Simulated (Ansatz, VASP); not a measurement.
Two plane-wave programs on Mg

The input POSCAR:

```
Mg
1.0
   14.0000000000      0.0000000000      0.0000000000
    0.0000000000     14.4000000000      0.0000000000
    0.0000000000      0.0000000000     14.8000000000
Mg
1
Direct
    0.5000000000      0.5000000000      0.5000000000
```

The input INCAR.step1:

```
PREC     = Accurate       # precision mode
ENCUT    = 520            # plane-wave cutoff, eV
EDIFF    = 1E-5           # SCF threshold, eV
ISMEAR   = -1             # smearing method
SIGMA    = 0.01           # smearing width, eV
LREAL    = F              # projectors in reciprocal space
LASPH    = T              # aspherical terms in the spheres
NELM     = 150            # most SCF steps
ALGO     = Normal         # electronic algorithm
ISIF     = 2              # what is computed and relaxed
LWAVE    = T              # write WAVECAR
LCHARG   = F              # write CHGCAR
ISPIN    = 2              # spin polarisation
MAGMOM   = 0.01           # initial moments
LORBIT   = 11             # projections on sites
NBANDS   = 11             # bands
GGA      = PE             # functional
ISYM     = 0
```

File INCAR.step2:

```
PREC     = Accurate       # precision mode
ENCUT    = 520            # plane-wave cutoff, eV
EDIFF    = 1E-6           # SCF threshold, eV
ISMEAR   = -1             # smearing method
SIGMA    = 0.01           # smearing width, eV
LREAL    = F              # projectors in reciprocal space
LASPH    = T              # aspherical terms in the spheres
NELM     = 150            # most SCF steps
ALGO     = Normal         # electronic algorithm
ISIF     = 2              # what is computed and relaxed
LWAVE    = F              # write WAVECAR
LCHARG   = F              # write CHGCAR
ISPIN    = 2              # spin polarisation
MAGMOM   = 0.01           # initial moments
LORBIT   = 11             # projections on sites
METAGGA  = R2SCAN         # meta-GGA
LHFCALC  = T              # exact exchange
AEXX     = 0.25           # exact-exchange fraction
LMIXTAU  = T            
PRECFOCK = Normal       
NBANDS   = 11             # bands
ISTART   = 1            
ISYM     = 0
```

The input KPOINTS:

```
Automatic mesh
0
Gamma
  1 1 1
```

Input for Ansatz:

```yaml
crystal:
  lattice:
    - [14.0, 0.0, 0.0]
    - [0.0, 14.4, 0.0]
    - [0.0, 0.0, 14.8]
  atoms:
    - { symbol: Mg, position: [0.5, 0.5, 0.5], spin: 0.01 }
  symmetry: { detect: false, time_reversal: true }
hamiltonian:
  xc: r2scan0
  pseudopotentials:
    kind: paw
    azcp:
      Mg: "pseudopotentials/Mg.paw.azcp"
basis:
  ecutwfc: 500
  fft_grid_basis: typed
kpoints:
  mp_grid: { grid: [1, 1, 1], shift: [0, 0, 0] }
magnetization:
  spin_polarized: true
scf:
  occupations: { method: fermi_dirac, width: 0.01 }
```

Alike in both runs: task single point; functional r2SCAN0; k mesh 1 × 1 × 1; occupations fermi-dirac, width 0.01 eV; collinear spin.

|  | VASP | Ansatz |
| --- | --- | --- |
| version | VASP 6.6.1 | Ansatz 0.2.0 |
| potentials or method | VASP PAW PBE potentials, release 64 (Mg), cutoff 520 eV | plane waves (500 eV) with PAW, scalar-relativistic |
| valence electrons in the cell | 2 | 10 |

|  | VASP | Ansatz | Ansatz less VASP |
| --- | --- | --- | --- |
| gap on the k mesh at the Fermi level (eV) | 4.85 | 4.80 | -0.049 |
| net moment per atom (μB) | 0.00 | 0.00 | 0.000 |

VASP's potentials were made for PBE, not for r2SCAN0. VASP's potentials hold 2 valence electrons a cell and Ansatz's 10, so a difference there can come from the potentials and not from the codes. Ansatz's warnings: seeded moment not kept, stability check not made, unseeded exchange loop.
